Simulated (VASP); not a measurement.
# TiCo3 (Pm-3m) in VASP: a series of runs, part 2 of 2

VASP 6.6.1. The steps go on from the part before.

## Step 3: Single point, PBEsol, collinear spin, ferromagnetic start

This run uses another cell than the first one, of 10.98 Å³/atom, 1.064 times its volume.

The input, INCAR:

```
  PREC = Accurate
  ENCUT = 520
  EDIFF = 1E-7
  ISMEAR = 0
  SIGMA = 0.1
  LREAL = F
  LASPH = T
  NELM = 150
  ALGO = Normal
  ISIF = 2
  LWAVE = F
  LCHARG = F
  ISPIN = 2
  MAGMOM = 0 0.3 0.3 0.3
  LORBIT = 11
  LMAXMIX = 4
  GGA = PS
  NBANDS = 32
```

The input, KPOINTS:

```
regular mesh
0
Gamma
  12 12 12
```

The input, POSCAR:

```
TiCo3
1.0
    3.5283917755      0.0000000000      0.0000000000
    0.0000000000      3.5283917755      0.0000000000
    0.0000000000      0.0000000000      3.5283917755
Ti Co
1 3
Direct
    0.0000000000      0.0000000000      0.0000000000
    0.0000000000      0.5000000000      0.5000000000
    0.5000000000      0.0000000000      0.5000000000
    0.5000000000      0.5000000000      0.0000000000
```

Potentials or basis: VASP PAW PBE potentials, release 64 (Ti_sv, Co).

On the command line:

```sh
$ cat potpaw_PBE.64/Ti_sv/POTCAR potpaw_PBE.64/Co/POTCAR > POTCAR
$ mpirun -np 1 vasp_std > vasp.out
```

Wall time 13 min (1 thread of Oxide Virtual Turin-like, shared host); peak memory 0.26 GiB.

It converged, with:

| Property | Result |
| --- | --- |
| Free energy | -32.7258 eV |
| Pressure | -0.7 GPa |
| Net moment | 0.69 μB per cell |
| Site moments | Ti -0.08; Co +0.26 μB |
| Valence electrons inside the program's atomic spheres | Ti 10.49; Co 8.43 |

Levels at points of the mesh, in eV from the Fermi level:
Spin up:
| k point | band 17 | band 18 | band 19 | band 20 | band 21 | band 22 | band 23 | band 24 |
| --- | --- | --- | --- | --- | --- | --- | --- | --- |
| (0.00, 0.00, 0.00) | 0.31 | 0.59 | 0.59 | 0.59 | 2.60 | 2.60 | 3.44 | 3.44 |
| (0.50, 0.00, 0.00) | -0.71 | -0.71 | -0.68 | -0.10 | 0.60 | 1.24 | 1.24 | 1.96 |
| (0.50, 0.50, 0.00) | -1.08 | -1.02 | -1.02 | -0.50 | -0.50 | 1.77 | 1.77 | 2.17 |
| (0.50, 0.50, 0.50) | -0.09 | 0.36 | 0.36 | 0.36 | 0.89 | 0.89 | 0.89 | 2.22 |
Spin down:
| k point | band 17 | band 18 | band 19 | band 20 | band 21 | band 22 |
| --- | --- | --- | --- | --- | --- | --- |
| (0.00, 0.00, 0.00) | 0.64 | 0.84 | 0.84 | 0.84 | 2.72 | 2.72 |
| (0.50, 0.00, 0.00) | -0.50 | -0.50 | -0.37 | 0.28 | 0.84 | 1.25 |
| (0.50, 0.50, 0.00) | -0.78 | -0.67 | -0.67 | -0.30 | -0.26 | 1.78 |
| (0.50, 0.50, 0.50) | -0.05 | 0.64 | 0.64 | 0.64 | 0.87 | 0.87 |

Caveat: the PAW data sets were made with another functional, which shifts forces and pressure a little.

## Step 4: Single point, PBEsol, collinear spin, ferromagnetic start (volume scaled by 1.03)

The input, INCAR:

```
SYSTEM = TiCo3
ALGO = Normal ; EDIFF = 1E-6
ENCUT = 520 ; GGA = PS
ISIF = 2 ; ISMEAR = 0
ISPIN = 2 ; LASPH = .TRUE.
LCHARG = .TRUE. ; LELF = .TRUE.
LMAXMIX = 4 ; LORBIT = 11
LREAL = .FALSE. ; LVHAR = .TRUE.
LWAVE = .FALSE. ; MAGMOM = 0 0.3 0.3 0.3
NBANDS = 32 ; NELM = 150
PREC = Accurate ; SIGMA = 0.1
```

The input, KPOINTS:

```
k-points
0
G
  12 12 12
  0 0 0
```

The input, POSCAR:

```
TiCo3
1.0
    3.5633286196      0.0000000000      0.0000000000
    0.0000000000      3.5633286196      0.0000000000
    0.0000000000      0.0000000000      3.5633286196
Ti Co
1 3
Direct
    0.0000000000      0.0000000000      0.0000000000
    0.0000000000      0.5000000000      0.5000000000
    0.5000000000      0.0000000000      0.5000000000
    0.5000000000      0.5000000000      0.0000000000
```

Potentials or basis: VASP PAW PBE potentials, release 64 (Ti_sv, Co).

On the command line:

```sh
$ cat potpaw_PBE.64/Ti_sv/POTCAR potpaw_PBE.64/Co/POTCAR > POTCAR
$ mpirun -np 1 vasp_std > vasp.out
```

OUTCAR:

```text
SYSTEM = TiCo3
   EDIFF = 1E-6
   ENCUT = 520
   GGA = PS
   ISIF = 2
   ISMEAR = 0
   ISPIN = 2
   LASPH = .TRUE.
   LORBIT = 11
   LREAL = .FALSE.
   NELM = 150
   PREC = Accurate

 ion  position               nearest neighbor table
   1  0.000  0.000  0.000-   2 2.52   3 2.52   4 2.52   2 2.52   3 2.52   2 2.52   4 2.52   2 2.52
                             3 2.52   4 2.52   3 2.52   4 2.52
   2  0.000  0.500  0.500-   1 2.52   3 2.52   4 2.52   1 2.52   4 2.52   1 2.52   3 2.52   1 2.52
                             3 2.52   4 2.52   4 2.52   3 2.52
   3  0.500  0.000  0.500-   1 2.52   2 2.52   4 2.52   1 2.52   4 2.52   2 2.52   4 2.52   4 2.52
                             1 2.52   2 2.52   1 2.52   2 2.52
[... 1870 lines left out ...]
     0.000000000  3.563328620  0.000000000     0.000000000  0.280636480  0.000000000
     0.000000000  0.000000000  3.563328620     0.000000000  0.000000000  0.280636480

 POSITION                                       TOTAL-FORCE (eV/Angst)
 -----------------------------------------------------------------------------------
      0.00000      0.00000      0.00000         0.000000      0.000000      0.000000
      0.00000      1.78166      1.78166         0.000000      0.000000      0.000000
      1.78166      0.00000      1.78166         0.000000      0.000000      0.000000
      1.78166      1.78166      0.00000         0.000000      0.000000      0.000000
 -----------------------------------------------------------------------------------
    total drift:                                0.000000      0.000000      0.000000

  FREE ENERGIE OF THE ION-ELECTRON SYSTEM (eV)
  ---------------------------------------------------
  free  energy   TOTEN  =       -32.6938976767 eV

  energy  without entropy=      -32.6656762702  energy(sigma->0) =      -32.67978697

 total charge

# of ion       s       p       d       tot
------------------------------------------
    1        2.273   6.203   1.958  10.435
    2        0.516   0.526   7.331   8.373
    3        0.516   0.526   7.331   8.373
    4        0.516   0.526   7.331   8.373
--------------------------------------------------
tot          3.821   7.780  23.952  35.553

 magnetization (x)

# of ion       s       p       d       tot
------------------------------------------
    1       -0.002  -0.009  -0.118  -0.129
    2       -0.001  -0.004   0.377   0.371
    3       -0.001  -0.004   0.377   0.371
    4       -0.001  -0.004   0.377   0.371
--------------------------------------------------
tot         -0.006  -0.022   1.012   0.984
```

stdout:

```text
POSCAR found type information on POSCAR TiCo
 POSCAR found :  2 types and       4 ions
 scaLAPACK will be used
 -----------------------------------------------------------------------------
|                                                                             |
|                                                                             |
|     You enforced a specific xc type in the INCAR file but a different       |
|     I HOPE YOU KNOW WHAT YOU ARE DOING!                                     |
|                                                                             |
 -----------------------------------------------------------------------------

 LDA part: xc-table for (Slater+PW92), standard interpolation
 POSCAR, INCAR and KPOINTS ok, starting setup
 FFT: planning ... GRIDC
 FFT: planning ... GRID_SOFT
 FFT: planning ... GRID
 WAVECAR not read
 entering main loop
```

It took 10 min on 1 thread of Oxide Virtual Turin-like, shared host; peak memory 0.26 GiB.

Results:

```
Free energy                                           : -32.6939 eV
Pressure                                              : -7.0 GPa
Net moment                                            : 0.96 μB per cell
Site moments                                          : Ti -0.13; Co +0.37 μB
Valence electrons inside the program's atomic spheres : Ti 10.44; Co 8.37
```

Caveat: the cell differs from its parent crystal (volume scaled by 1.03); the PAW data sets were made with another functional, which shifts forces and pressure a little.

## Step 5: Overview

| cell | gap on the mesh (eV) | pressure (GPa) | moment (μB) |
| --- | --- | --- | --- |
| a = 3.456 Å, 4 atoms | none | 15.7 | 0.19 |
| a = 3.528 Å, 4 atoms | none | -0.7 | 0.69 |
| a = 3.563 Å, 4 atoms | none | -7.0 | 0.96 |

Alike in all rows: task single point; level PBEsol; potentials or basis VASP PAW PBE potentials, release 64 (Ti_sv, Co); spin collinear, ferromagnetic start; k mesh 12 × 12 × 12; cutoff (eV) 520; smearing gaussian 0.1 eV.

Caveats: the PAW data sets were made with another functional, which shifts forces and pressure a little.

Absolute energies hang on the potentials; compare differences alone.
